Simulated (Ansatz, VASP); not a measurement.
# Two plane-wave programs on AlNi

File INCAR:

```
PREC = Accurate ; ENCUT = 520
EDIFF = 1E-7 ; ISMEAR = 0
SIGMA = 0.15 ; LREAL = F
LASPH = T ; NELM = 100
ALGO = Fast ; ISIF = 2
LWAVE = F ; LCHARG = T
GGA = PE ; LELF = T
LVHAR = T ; NBANDS = 14
```

KPOINTS

```
regular mesh
0
Gamma
  20 20 20
```

Contents of POSCAR:

```
AlNi
1.0
    2.8930835326      0.0000000000      0.0000000000
    0.0000000000      2.8930835326      0.0000000000
    0.0000000000      0.0000000000      2.8930835326
Al Ni
1 1
Direct
    0.0000000000      0.0000000000      0.0000000000
    0.4750547183      0.4750547183      0.4750547183
```

Input for Ansatz:

```yaml
crystal:
  lattice:
    - [2.8930835326, 0.0, 0.0]
    - [0.0, 2.8930835326, 0.0]
    - [0.0, 0.0, 2.8930835326]
  atoms:
    - { symbol: Al, position: [0.0, 0.0, 0.0] }
    - { symbol: Ni, position: [0.4750547183, 0.4750547183, 0.4750547183] }
basis:
  ecutwfc: 420
kpoints:
  mp_grid: { grid: [20, 20, 20] }
hamiltonian:
  xc: pbe
scf:
  occupations: { method: gaussian, width: 0.15 }
output:
  forces: true
  stress: true
  eigenvalues: true
```

Change from the starting cell: all Ni atoms moved +0.125 Å, as atom 2 towards its neighbour atom 1 (Al) at 2.505 Å.

Alike in both runs: task single point; functional PBE; k mesh 20 × 20 × 20; occupations gaussian, width 0.15 eV; no spin polarisation.

```csv
,VASP,Ansatz
version,VASP 6.6.1,Ansatz 0.2.0
potentials or method,"VASP PAW PBE potentials, release 64 (Al, Ni), cutoff 520 eV","scalar-relativistic, plane waves, PAW"
valence electrons in the cell,13,21
```

Ansatz gave:

| Property | Result |
| --- | --- |
| gap on the k mesh at the Fermi level (eV) | none |
| pressure (GPa) | 1.0 |
| traceless stress, the component that is largest in VASP (GPa) | 0.73 |
| rms of the force components (eV/Å) | 0.424 |

Problem. Estimate VASP's values.

Solution. gap on the k mesh at the Fermi level (eV): none; pressure (GPa): 1.0; traceless stress, the component that is largest in VASP (GPa): 0.74; rms of the force components (eV/Å): 0.425.

Atom by atom the forces differ by 0.002 eV/Å (rms over components). A gap of «none» marks a metal or a gap that the smearing closes. With one functional, cell and mesh, what is left measures potentials, basis and numerics. VASP's potentials hold 13 valence electrons a cell and Ansatz's 21, so a difference there can come from the potentials and not from the codes.
